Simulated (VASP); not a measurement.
Write the native input for VASP 6.6.1 that does the following.

- Task: single point
- Functional: PBE
- Potentials or basis: VASP PAW PBE potentials, release 64 (Zr_sv, Nb_sv, C)
- Cutoff: 520 eV
- k mesh: 12 × 12 × 6
- Occupations: gaussian, width 0.1 eV
- Spin: no spin polarisation
- Dipole correction: no
- Further INCAR settings: ALGO = Normal; EDIFF = 1e-06; NBANDS = 34

The structure of ZrNb2C3 lies in POSCAR:

```
ZrNb2C3
1.0
    3.2209082798      0.0000000000      0.0000000000
   -1.6104541399      2.7893883936      0.0000000000
    0.0000000000      0.0000000000      7.8876653831
Zr Nb C
1 2 3
Direct
    0.0000000000      0.0000000000      0.5000000000
    0.3333333333      0.6666666667      0.1601859382
    0.6666666667      0.3333333333      0.8398140618
    0.3333333333      0.6666666667      0.6760139226
    0.6666666667      0.3333333333      0.3239860774
    0.0000000000      0.0000000000      0.0000000000
```

The cell was built from a structure type or drawn by symmetry, and may not be a known phase.

These files were run (other wordings do the same):

INCAR

```
SYSTEM = ZrNb2C3
ALGO = Normal ; EDIFF = 1E-6
ENCUT = 520 ; GGA = PE
ISIF = 2 ; ISMEAR = 0
LASPH = .True. ; LCHARG = .False.
LREAL = .False. ; LWAVE = .False.
NBANDS = 34 ; NELM = 80
PREC = Accurate ; SIGMA = 0.1
```

KPOINTS

```
k-points
0
Gamma
  12 12 6
  0 0 0
```

Potentials or basis: VASP PAW PBE potentials, release 64 (Zr_sv, Nb_sv, C).

Launch:

```sh
$ cat potpaw_PBE.64/Zr_sv/POTCAR potpaw_PBE.64/Nb_sv/POTCAR potpaw_PBE.64/C/POTCAR > POTCAR
$ mpirun -np 1 vasp_std > vasp.out
```

It gave:

- Pressure: -0.2 GPa
- Largest force: 0.025 eV/Å
- Band gap on the k mesh: zero (bands 25 and 26 overlap by 1.82 eV)

It took 6.2 min on 1 thread of AMD EPYC 7R13, with other jobs on the host, peak memory 0.31 GiB.
